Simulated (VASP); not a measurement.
# Se (P3_121) in VASP: notebook, part 2 of 2

VASP 6.6.1.

### Step 3. Relaxation of cell and atoms, PBEsol

This run uses another cell than the first one, of 24.47 Å³/atom.

The input, INCAR:

```
ALGO = Normal
EDIFF = 1E-7
EDIFFG = -0.005
ENCUT = 600
GGA = PS
IBRION = 2
ISIF = 3
ISMEAR = 0
LASPH = T
LCHARG = F
LREAL = F
LWAVE = F
NELM = 100
NSW = 70
PREC = Accurate
SIGMA = 0.02
```

The input, KPOINTS:

```
k-points
0
Gamma
  12 12 8
```

The input, POSCAR:

```
Se
1.0
    4.0662414680      0.0000000000      0.0000000000
   -2.0331207340      3.5214684092      0.0000000000
    0.0000000000      0.0000000000      5.1274762794
Se
3
Direct
    0.2475669261      0.0000000000      0.3333333333
    0.0000000000      0.2475669261      0.6666666667
    0.7524330739      0.7524330739      0.0000000000
```

Potentials or basis: VASP PAW PBE potentials, release 64 (Se).

Command:

```bash
cat potpaw_PBE.64/Se/POTCAR > POTCAR
mpirun -np 1 vasp_std > vasp.out
```

OUTCAR:

```text
EDIFF = 1E-7
   EDIFFG = -0.005
   ENCUT = 600
   GGA = PS
   IBRION = 2
   ISIF = 3
   ISMEAR = 0
   LASPH = T
   LREAL = F
   NELM = 100
   NSW = 70
   PREC = Accurate

 ion  position               nearest neighbor table
   1  0.248  0.000  0.333-   3 2.44   2 2.44
   2  0.000  0.248  0.667-   3 2.44   1 2.44
   3  0.752  0.752  0.000-   2 2.44   1 2.44

  LATTYP: Found a hexagonal cell.
 ALAT       =     4.0662414680
 C/A-ratio  =     1.2609866678

  Lattice vectors:

 A1 = (   4.0662414680,   0.0000000000,   0.0000000000)
 A2 = (  -2.0331207340,   3.5214684092,   0.0000000000)
 A3 = (   0.0000000000,   0.0000000000,   5.1274762794)

Analysis of symmetry for initial positions (statically):
=====================================================================
 Subroutine PRICEL returns:
 Original cell was already a primitive cell.

 Routine SETGRP: Setting up the symmetry group for a
 hexagonal supercell.

 Subroutine GETGRP returns: Found  6 space group operations
 (whereof  2 operations were pure point group operations)
 out of a pool of 24 trial point group operations.

The static configuration has the point symmetry C_2 .
 The point group associated with its full space group is D_3 .

Analysis of symmetry for dynamics (positions and initial velocities):
=====================================================================
 Subroutine PRICEL returns:
 Original cell was already a primitive cell.

 Routine SETGRP: Setting up the symmetry group for a
 hexagonal supercell.

 Subroutine GETGRP returns: Found  6 space group operations
 (whereof  2 operations were pure point group operations)
 out of a pool of 24 trial point group operations.

The dynamic configuration has the point symmetry C_2 .
 The point group associated with its full space group is D_3 .

 Subroutine INISYM returns: Found  6 space group operations
 (whereof  2 operations are pure point group operations),
 and found     1 'primitive' translations

----------------------------------------------------------------------------------------

                                     Primitive cell

  volume of cell :      73.4211

  direct lattice vectors                    reciprocal lattice vectors
     4.066241468  0.000000000  0.000000000     0.245927353  0.141986223  0.000000000
    -2.033120734  3.521468409  0.000000000     0.000000000  0.283972447  0.000000000
     0.000000000  0.000000000  5.127476279     0.000000000  0.000000000  0.195027718

  length of vectors
     4.066241468  4.066241468  5.127476279     0.283972447  0.283972447  0.195027718

  position of ions in fractional coordinates (direct lattice)
     0.247566926  0.000000000  0.333333333
     0.000000000  0.247566926  0.666666667
     0.752433074  0.752433074  0.000000000

  ion indices of the primitive-cell ions
   primitive index   ion index
                 1           1
                 2           2
                 3           3

----------------------------------------------------------------------------------------

 KPOINTS: k-points

Automatic generation of k-mesh.
 Grid dimensions read from file:
 generate k-points for:   12   12    8
[... 56 lines left out ...]
   ISTART =      0    job   : 0-new  1-cont  2-samecut
   ICHARG =      2    charge: 1-file 2-atom 10-const
   ISPIN  =      1    spin polarized calculation?
   LNONCOLLINEAR =      F non collinear calculations
   LSORBIT =      F    spin-orbit coupling
   LASPH  =      T    aspherical Exc in radial PAW
   ENCUT  =  600.0 eV  44.10 Ry    6.64 a.u.   8.12  8.12 10.24*2*pi/ulx,y,z
   NELM   =    100;   NELMIN=  2; NELMDL= -5     # of ELM steps
   EDIFF  = 0.1E-06   stopping-criterion for ELM
   LREAL  =      F    real-space projection
   EDIFFG = -.5E-02   stopping-criterion for IOM
   NSW    =     70    number of steps for IOM
   IBRION =      2    ionic relax: 0-MD 1-quasi-New 2-CG
   NFREE  =      1    steps in history (QN), initial steepest desc. (CG)
   ISIF   =      3    stress and relaxation
   ISYM   =      2    0-nonsym 1-usesym 2-fastsym
   POTIM  = 0.5000    time-step for ionic-motion
   TEBEG  =    0.0;   TEEND  =   0.0 temperature during run
   PSTRESS=    0.0 pullay stress
   NELECT =      18.0000    total number of electrons
   NUPDOWN=      -1.0000    fix difference up-down
   EMIN   =  10.00;   EMAX   =-10.00  energy-range for DOS
   EFERMI =   0.00;   METHOD = LEGACY
   ISMEAR =     0;   SIGMA  =   0.02  broadening in eV -4-tet -1-fermi 0-gaus
   EFERMI_NEDOS =   21; number of points for ismear=-14 and -15
   IALGO  =     38    algorithm
   IMIX   =      4    mixing-type and parameters
     AMIX     =   0.40;   BMIX     =  1.00
     AMIX_MAG =   1.60;   BMIX_MAG =  1.00
  volume/ion in A,a.u.               =      24.47       165.16
  Fermi-wavevector in a.u.,A,eV,Ry     =   1.024610  1.936233 14.283758  1.049827
  Thomas-Fermi vector in A             =   2.158407
   LORBIT       =      0    0 simple, 1 ext, 2 COOP (PROOUT), +10 PAW based schemes
   GGA     = PS    functional components
   LHFCALC =     F    Hartree Fock is set to
   AEXX    =    0.0000 exact exchange contribution
   IVDW    =     0    specifies the selected vdW correction
   LEPSILON=     F    determine dielectric tensor
   LRPA    =     F    only Hartree local field effects (RPA)
 conjugate gradient relaxation of ions
 non-spin polarized calculation
 Gauss-broadening in eV      SIGMA  =   0.02
  energy-cutoff  :      600.00
  volume of cell :       73.42
 maximum number of plane-waves:      2472
   NGX = 17   NGY = 17   NGZ = 21

--------------------------------------- Ionic step        1  -------------------------------------------

 number of electron      18.0000002 magnetization

 Free energy of the ion-electron system (eV)
  ---------------------------------------------------
  ext. energy  EPLUGINS =         0.00000000
  ---------------------------------------------------
  free energy    TOTEN  =       -11.55994055 eV

  energy without entropy =      -11.55994055  energy(sigma->0) =      -11.55994055

------------------------ aborting loop because EDIFF is reached ----------------------------------------

  FORCE on cell =-STRESS in cart. coord.  units (eV):
  Direction    XX          YY          ZZ          XY          YZ          ZX
  --------------------------------------------------------------------------------------
  -------------------------------------------------------------------------------------
  Total       -0.2074688     -0.2074688     -0.2493791      0.0000000      0.0000000      0.0000000
  in kB       -4.5273358     -4.5273358     -5.4418937      0.0000000      0.0000000      0.0000000
  external PRESSURE =      -4.8321884 kB  Pullay stress =       0.0000000 kB
[... 283 lines left out ...]
--------------------------------------- Ionic step        9  -------------------------------------------

 number of electron      18.0000004 magnetization

 Free energy of the ion-electron system (eV)
  ---------------------------------------------------
  ext. energy  EPLUGINS =         0.00000000
  ---------------------------------------------------
  free energy    TOTEN  =       -11.56121321 eV

  energy without entropy =      -11.56121321  energy(sigma->0) =      -11.56121321

 E-fermi :   3.8502     XC(G=0):  -9.6917

 val. band max:        3.7542630045   @ k =   0.3333   0.3333   0.5000
 cond. band min:       4.1843800736   @ k =   0.3333   0.3333   0.5000
 fundamental gap:      0.4301170691
 Fermi energy:         3.8501816273

 k-point     1 :       0.0000    0.0000    0.0000
  band No.  band energies     occupation
      1     -12.3162      2.00000
      2      -8.2223      2.00000
      3      -8.2223      2.00000
      4       0.0638      2.00000
      5       0.3065      2.00000
      6       0.3065      2.00000
      7       1.8447      2.00000
      8       1.8447      2.00000
      9       3.1850      2.00000
     10       5.1688      0.00000
     11       5.1688      0.00000
     12       5.7731      0.00000
     13      10.0068      0.00000
[... 354 lines left out ...]
  band No.  band energies     occupation
      1     -12.0574      2.00000
      2      -9.0465      2.00000
      3      -7.4509      2.00000
      4      -0.9370      2.00000
      5      -0.6142      2.00000
      6       0.2778      2.00000
      7       2.1665      2.00000
      8       2.6747      2.00000
      9       3.1437      2.00000
     10       4.8018      0.00000
     11       4.9937      0.00000
     12       5.7033      0.00000
     13       9.1666      0.00000

 [... further k-points ...]

------------------------ aborting loop because EDIFF is reached ----------------------------------------

  FORCE on cell =-STRESS in cart. coord.  units (eV):
  Direction    XX          YY          ZZ          XY          YZ          ZX
  --------------------------------------------------------------------------------------
  -------------------------------------------------------------------------------------
  Total       -0.0110658     -0.0110658     -0.0026756      0.0000000      0.0000000      0.0000000
  in kB       -0.2451010     -0.2451010     -0.0592641      0.0000000      0.0000000      0.0000000
  external PRESSURE =      -0.1831554 kB  Pullay stress =       0.0000000 kB
[... 18 lines left out ...]
  FREE ENERGIE OF THE ION-ELECTRON SYSTEM (eV)
  ---------------------------------------------------
  free  energy   TOTEN  =       -11.5612132075 eV

  energy  without entropy=      -11.5612132075  energy(sigma->0) =      -11.56121321

 reached required accuracy - stopping structural energy minimisation
```

OSZICAR:

```text
N       E                     dE             d eps       ncg     rms          rms(c)
DAV:   1     0.909034520590E+02    0.90903E+02   -0.80954E+03  3406   0.131E+03
DAV:   2    -0.530235540617E+01   -0.96206E+02   -0.92239E+02  4638   0.187E+02
[... 67 lines left out ...]
   8 F= -.11561210E+02 E0= -.11561210E+02  d E =-.239739E-05
       N       E                     dE             d eps       ncg     rms          rms(c)
DAV:   1    -0.115612173457E+02   -0.75803E-05   -0.36162E-04  3416   0.119E-01    0.162E-02
DAV:   2    -0.115612143592E+02    0.29865E-05   -0.93435E-06  3851   0.218E-02    0.690E-03
DAV:   3    -0.115612131705E+02    0.11887E-05   -0.32079E-06  3856   0.108E-02    0.157E-03
DAV:   4    -0.115612132075E+02   -0.37029E-07   -0.11877E-07  1883   0.250E-03
   9 F= -.11561213E+02 E0= -.11561213E+02  d E =-.586553E-05
```

CONTCAR:

```text
Se
   1.00000000000000
     4.0365805560315522   -0.0000000000000001    0.0000000000000000
    -2.0182902780157761    3.4957813059361231   -0.0000000000000000
    -0.0000000000000000    0.0000000000000000    5.1261166042782413
  Se
     3
Direct
     0.2495299873189580    0.0000000000000000    0.3333333332999970
     0.0000000000000000    0.2495299873189581    0.6666666667000030
     0.7504700126810420    0.7504700126810420    0.0000000000000000

  0.00000000E+00  0.00000000E+00  0.00000000E+00
  0.00000000E+00  0.00000000E+00  0.00000000E+00
  0.00000000E+00  0.00000000E+00  0.00000000E+00
```

It took 3.3 min on 1 thread of Intel Xeon 6975P-C (Granite Rapids), shared host; peak memory 0.29 GiB.

Results:

```
Free energy                           : -11.5612 eV
Relaxed volume                        : 24.11 Å³/atom
Relaxed cell                          : a = 4.037 Å, b = 4.037 Å, c = 5.126 Å, α = 90.00°, β = 90.00°, γ = 120.00°
Space group after relaxing (to 0.1 Å) : P3_121 (No. 152)
Energy gained by relaxing             : 0.4 meV/atom
Ionic steps                           : 9
Pressure after relaxing               : 0.0 GPa
Largest force after relaxing          : 0.004 eV/Å
Band gap on the k mesh                : 0.43 eV
```

Forces in eV/Å, atoms in the order of the input:
```
Se  -0.004  0.000  0.000
Se   0.002 -0.004  0.000
Se   0.002  0.004  0.000
```

The path:
```csv
step,energy change (eV),largest force (eV/Å),pressure (GPa),volume (Å³)
1,0.0000,0.0274,-0.48,73.42
2,-0.0003,0.0664,0.32,72.64
3,-0.0007,0.0265,-0.02,72.97
4,-0.0009,0.0228,-0.02,72.88
5,-0.0011,0.0121,-0.01,72.64
6,-0.0012,0.0083,0.03,72.14
7,-0.0013,0.0017,0.02,72.31
8,-0.0013,0.0062,-0.05,72.36
9,-0.0013,0.0042,-0.02,72.33
```

Final structure:
```
Se
1.0
     4.03658    0.00000    0.00000
    -2.01829    3.49578    0.00000
     0.00000    0.00000    5.12612
Se
3
Direct
  0.24953 0.00000 0.33333
  0.00000 0.24953 0.66667
  0.75047 0.75047 0.00000
```

Caveat: the PAW data sets were made with another functional, which shifts forces and pressure a little.
